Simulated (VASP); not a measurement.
# BC5 (P3m1) in VASP: notebook

BC5 is run at these levels: PBE; tasks: single point.

All numbers are computed with VASP 6.6.1; they aren't measurements. Logs are shortened: lines on timing, memory, paths and dates and some standing lists are left out, and cuts for length are marked.

## Step 1: The cell of the first run

It takes space group P3m1 (No. 156, trigonal). Conventional cell: a = 2.552 Å, b = 2.552 Å, c = 6.400 Å, α = 90.00°, β = 90.00°, γ = 120.00°. B (site symmetry 3m) has 4 C at 1.61 to 1.63 Å within 2.1 Å. C (site symmetry 3m) has 3 C at 1.56 Å and 1 B at 1.61 Å within 2.1 Å. C (site symmetry 3m) has 4 C at 1.55 to 1.56 Å within 2.1 Å. C (site symmetry 3m) has 4 C at 1.50 to 1.57 Å within 2.0 Å. Within 2.1 Å of C (site symmetry 3m) lie 4 C at 1.55 to 1.57 Å. C (site symmetry 3m) has 1 C at 1.50 Å and 3 B at 1.63 Å within 2.0 Å.

## Step 2: Single point, PBE

Contents of INCAR:

```
PREC = Accurate
ENCUT = 520
EDIFF = 1E-6
ISMEAR = -1
SIGMA = 0.1
LREAL = F
LASPH = T
NELM = 80
ALGO = Normal
ISIF = 2
LWAVE = F
LCHARG = F
GGA = PE
NBANDS = 20
```

Contents of KPOINTS:

```
Automatic mesh
0
Gamma
  6 6 2
```

Contents of POSCAR:

```
BC5
1.0
    2.5515510000      0.0000000000      0.0000000000
   -1.2757755000      2.2097079851      0.0000000000
    0.0000000000      0.0000000000      6.3996570000
B C
1 5
Direct
    0.3333330000      0.6666670000      0.0075860000
    0.3333330000      0.6666670000      0.2595110000
    0.6666670000      0.3333330000      0.3390330000
    0.0000000000      0.0000000000      0.6645630000
    0.6666670000      0.3333330000      0.5813640000
    0.0000000000      0.0000000000      0.8989420000
```

Potentials or basis: VASP PAW PBE potentials, release 64 (B, C).

On the command line:

```console
> cat potpaw_PBE.64/B/POTCAR potpaw_PBE.64/C/POTCAR > POTCAR
> mpirun -np 1 vasp_std > vasp.out
```

OUTCAR:

```text
PREC = Accurate
   ENCUT = 520
   EDIFF = 1E-6
   ISMEAR = -1
   LREAL = F
   LASPH = T
   NELM = 80
   ISIF = 2
   GGA = PE

 ion  position               nearest neighbor table
   1  0.333  0.667  0.008-   2 1.61   6 1.63   6 1.63   6 1.63
   2  0.333  0.667  0.260-   3 1.56   3 1.56   3 1.56   1 1.61
   3  0.667  0.333  0.339-   5 1.55   2 1.56   2 1.56   2 1.56
   4  0.000  0.000  0.665-   6 1.50   5 1.57   5 1.57   5 1.57
   5  0.667  0.333  0.581-   3 1.55   4 1.57   4 1.57   4 1.57
   6  0.000  0.000  0.899-   4 1.50   1 1.63   1 1.63   1 1.63

  LATTYP: Found a hexagonal cell.
 ALAT       =     2.5515510000
 C/A-ratio  =     2.5081438701

  Lattice vectors:

 A1 = (   2.5515510000,   0.0000000000,   0.0000000000)
 A2 = (  -1.2757755000,   2.2097079851,   0.0000000000)
 A3 = (   0.0000000000,   0.0000000000,   6.3996570000)

Analysis of symmetry for initial positions (statically):
=====================================================================
 Subroutine PRICEL returns:
 Original cell was already a primitive cell.

 Routine SETGRP: Setting up the symmetry group for a
 hexagonal supercell.

 Subroutine GETGRP returns: Found  6 space group operations
 (whereof  6 operations were pure point group operations)
 out of a pool of 24 trial point group operations.

The static configuration has the point symmetry C_3v.

Analysis of symmetry for dynamics (positions and initial velocities):
=====================================================================
 Subroutine PRICEL returns:
 Original cell was already a primitive cell.

 Routine SETGRP: Setting up the symmetry group for a
 hexagonal supercell.

 Subroutine GETGRP returns: Found  6 space group operations
 (whereof  6 operations were pure point group operations)
 out of a pool of 24 trial point group operations.

The dynamic configuration has the point symmetry C_3v.

 Subroutine INISYM returns: Found  6 space group operations
 (whereof  6 operations are pure point group operations),
 and found     1 'primitive' translations

----------------------------------------------------------------------------------------

                                     Primitive cell
[... 85 lines left out ...]
   LASPH  =      T    aspherical Exc in radial PAW
   ENCUT  =  520.0 eV  38.22 Ry    6.18 a.u.   4.74  4.74 11.90*2*pi/ulx,y,z
   NELM   =     80;   NELMIN=  2; NELMDL= -5     # of ELM steps
   EDIFF  = 0.1E-05   stopping-criterion for ELM
   LREAL  =      F    real-space projection
   EDIFFG = 0.1E-04   stopping-criterion for IOM
   NSW    =      0    number of steps for IOM
   IBRION =     -1    ionic relax: 0-MD 1-quasi-New 2-CG
   NFREE  =      0    steps in history (QN), initial steepest desc. (CG)
   ISIF   =      2    stress and relaxation
   ISYM   =      2    0-nonsym 1-usesym 2-fastsym
   POTIM  = 0.5000    time-step for ionic-motion
   TEBEG  =    0.0;   TEEND  =   0.0 temperature during run
   PSTRESS=    0.0 pullay stress
   NELECT =      23.0000    total number of electrons
   NUPDOWN=      -1.0000    fix difference up-down
   EMIN   =  10.00;   EMAX   =-10.00  energy-range for DOS
   EFERMI =   0.00;   METHOD = LEGACY
   ISMEAR =    -1;   SIGMA  =   0.10  broadening in eV -4-tet -1-fermi 0-gaus
   EFERMI_NEDOS =   21; number of points for ismear=-14 and -15
   IALGO  =     38    algorithm
   IMIX   =      4    mixing-type and parameters
     AMIX     =   0.40;   BMIX     =  1.00
     AMIX_MAG =   1.60;   BMIX_MAG =  1.00
  volume/ion in A,a.u.               =       6.01        40.58
  Fermi-wavevector in a.u.,A,eV,Ry     =   1.408917  2.662468 27.008217  1.985048
  Thomas-Fermi vector in A             =   2.531026
   LORBIT       =      0    0 simple, 1 ext, 2 COOP (PROOUT), +10 PAW based schemes
   GGA     = PE    functional components
   LHFCALC =     F    Hartree Fock is set to
   AEXX    =    0.0000 exact exchange contribution
   IVDW    =     0    specifies the selected vdW correction
   LEPSILON=     F    determine dielectric tensor
   LRPA    =     F    only Hartree local field effects (RPA)
 non-spin polarized calculation
  energy-cutoff  :      520.00
  volume of cell :       36.08
 maximum number of plane-waves:       988
 NGX is ok and might be reduce to    20
   NGX =  9   NGY =  9   NGZ = 23

 number of electron      23.0000000 magnetization

 Free energy of the ion-electron system (eV)
  ---------------------------------------------------
  ext. energy  EPLUGINS =         0.00000000
  ---------------------------------------------------
  free energy    TOTEN  =       -51.32916641 eV

  energy without entropy =      -51.29111664  energy(sigma->0) =      -51.31014152

 E-fermi :   7.9827     XC(G=0): -12.8952

 val. band max:        7.9617455987   @ k =   0.1667   0.0000   0.5000
 cond. band min:       8.0545628599   @ k =   0.1667   0.1667   0.0000
 fundamental gap:      0.0928172612
 Fermi energy:         7.9827024737

 k-point     1 :       0.0000    0.0000    0.0000
  band No.  band energies     occupation
      1     -12.0154      2.00000
      2      -9.4086      2.00000
      3      -7.4475      2.00000
      4      -0.4572      2.00000
      5       0.3808      2.00000
      6       6.1499      2.00000
[... 311 lines left out ...]
     19      21.6315      0.00000
     20      21.6832      0.00000

------------------------ aborting loop because EDIFF is reached ----------------------------------------

  FORCE on cell =-STRESS in cart. coord.  units (eV):
  Direction    XX          YY          ZZ          XY          YZ          ZX
  --------------------------------------------------------------------------------------
  -------------------------------------------------------------------------------------
  Total        0.1807384      0.1807384     -0.4261520      0.0000000      0.0000000      0.0000000
  in kB        8.0253740      8.0253740    -18.9225332      0.0000000      0.0000000      0.0000000
  external PRESSURE =      -0.9572617 kB  Pullay stress =       0.0000000 kB

 VOLUME and BASIS-vectors are now :
 -----------------------------------------------------------------------------
  energy-cutoff  :      520.00
  volume of cell :       36.08
      direct lattice vectors                 reciprocal lattice vectors
     2.551551000  0.000000000  0.000000000     0.391918484  0.226274242  0.000000000
    -1.275775500  2.209707985  0.000000000     0.000000000  0.452548485  0.000000000
     0.000000000  0.000000000  6.399657000     0.000000000  0.000000000  0.156258374

 POSITION                                       TOTAL-FORCE (eV/Angst)
 -----------------------------------------------------------------------------------
     -0.00000      1.47314      0.04855        -0.000000      0.000000     -0.514072
     -0.00000      1.47314      1.66078         0.000000      0.000000      0.276859
      1.27578      0.73657      2.16969         0.000000      0.000000     -0.268719
      0.00000      0.00000      4.25298        -0.000000     -0.000000     -0.241445
      1.27578      0.73657      3.72053        -0.000000     -0.000000      0.258085
      0.00000      0.00000      5.75292        -0.000000     -0.000000      0.489292
 -----------------------------------------------------------------------------------
    total drift:                               -0.000244      0.000141      0.000028

  FREE ENERGIE OF THE ION-ELECTRON SYSTEM (eV)
  ---------------------------------------------------
  free  energy   TOTEN  =       -51.3291664090 eV

  energy  without entropy=      -51.2911166388  energy(sigma->0) =      -51.31014152
```

OSZICAR:

```text
N       E                     dE             d eps       ncg     rms          rms(c)
DAV:   1     0.405570662848E+02    0.40557E+02   -0.11611E+04   560   0.107E+03
DAV:   2    -0.499788951642E+02   -0.90536E+02   -0.87880E+02   696   0.213E+02
DAV:   3    -0.531182914754E+02   -0.31394E+01   -0.31044E+01   752   0.359E+01
DAV:   4    -0.531358592696E+02   -0.17568E-01   -0.17549E-01   800   0.293E+00
DAV:   5    -0.531359969272E+02   -0.13766E-03   -0.13763E-03   760   0.234E-01    0.894E+00
DAV:   6    -0.517353230402E+02    0.14007E+01   -0.17777E+00   772   0.911E+00    0.528E+00
DAV:   7    -0.513633442397E+02    0.37198E+00   -0.97086E-01   700   0.606E+00    0.238E+00
DAV:   8    -0.513269068017E+02    0.36437E-01   -0.18912E-01   728   0.290E+00    0.898E-01
DAV:   9    -0.513292758608E+02   -0.23691E-02   -0.14213E-02   784   0.795E-01    0.352E-01
DAV:  10    -0.513291701517E+02    0.10571E-03   -0.25299E-03   688   0.322E-01    0.436E-02
DAV:  11    -0.513291530889E+02    0.17063E-04   -0.16377E-04   736   0.842E-02    0.202E-02
DAV:  12    -0.513291639117E+02   -0.10823E-04   -0.18341E-05   708   0.301E-02    0.848E-03
DAV:  13    -0.513291660760E+02   -0.21643E-05   -0.31016E-06   684   0.128E-02    0.274E-03
DAV:  14    -0.513291664090E+02   -0.33301E-06   -0.61512E-07   412   0.607E-03
   1 F= -.51329166E+02 E0= -.51310142E+02  d E =-.380498E-01
```

stdout:

```text
POSCAR found type information on POSCAR B C
 POSCAR found :  2 types and       6 ions
 scaLAPACK will be used
 LDA part: xc-table for (Slater+PW92), standard interpolation
 POSCAR, INCAR and KPOINTS ok, starting setup
 FFT: planning ... GRIDC
 FFT: planning ... GRID_SOFT
 FFT: planning ... GRID
 WAVECAR not read
 entering main loop
```

Run time: 14 s. Hardware: 1 thread of AMD EPYC 7R13 (Zen 3), shared host; peak memory 0.11 GiB.

What came out:

```yaml
Free_energy: -51.3292 eV
Pressure: -0.1 GPa
Largest_force: 0.514 eV/Å
Band_gap_on_the_k_mesh: zero (an odd number of electrons rules out a gap without spin polarisation)
```

Forces on the atoms (eV/Å):
```
B    0.000  0.000 -0.514
C    0.000  0.000  0.277
C    0.000  0.000 -0.269
C    0.000  0.000 -0.241
C    0.000  0.000  0.258
C    0.000  0.000  0.489
```

Stress tensor (GPa, compression positive):
```
 0.80  0.00  0.00
 0.00  0.80  0.00
 0.00  0.00 -1.89
```

Caveat: the k points lie up to 0.49 Å⁻¹ apart, too coarse for converged energies and pressures of a metal.

## Step 3: Single point, PBE

Contents of INCAR:

```
SYSTEM = BC5
PREC = Accurate ; ENCUT = 520
EDIFF = 1E-7 ; ISMEAR = -1
SIGMA = 0.1 ; LREAL = .FALSE.
LASPH = .TRUE. ; NELM = 100
ALGO = Normal ; ISIF = 2
LWAVE = .FALSE. ; LCHARG = .FALSE.
GGA = PE ; NBANDS = 20
```

Contents of KPOINTS:

```
regular mesh
0
G
  8 8 3
  0 0 0
```

POSCAR is that of step 2.

Potentials or basis: VASP PAW PBE potentials, release 64 (B, C).

On the command line:

```console
> cat potpaw_PBE.64/B/POTCAR potpaw_PBE.64/C/POTCAR > POTCAR
> mpirun -np 1 vasp_std > vasp.out
```

It took 17 s on 1 thread of AMD EPYC 7R13 (Zen 3), shared host; peak memory 0.12 GiB.

It converged, with:

```yaml
Free_energy: -51.3417 eV
Pressure: 0.0 GPa
Largest_force: 0.067 eV/Å
Band_gap_on_the_k_mesh: zero (an odd number of electrons rules out a gap without spin polarisation)
```

Forces on the atoms (eV/Å):
```
B    0.000  0.000 -0.029
C    0.000  0.000  0.008
C    0.000  0.000  0.020
C    0.000  0.000 -0.067
C    0.000  0.000  0.014
C    0.000  0.000  0.054
```

Stress tensor (GPa, compression positive):
```
-0.51  0.00  0.00
 0.00 -0.51  0.00
 0.00  0.00  1.12
```

Levels at points of the mesh, in eV from the Fermi level:
```
           k point  band 10  band 11  band 12  band 13  band 14  band 15
(0.00, 0.00, 0.00)     0.91     2.63     2.63     6.88     6.88     7.07
(0.50, 0.00, 0.00)    -2.95    -2.76    -0.61     5.55     6.06     7.98
```
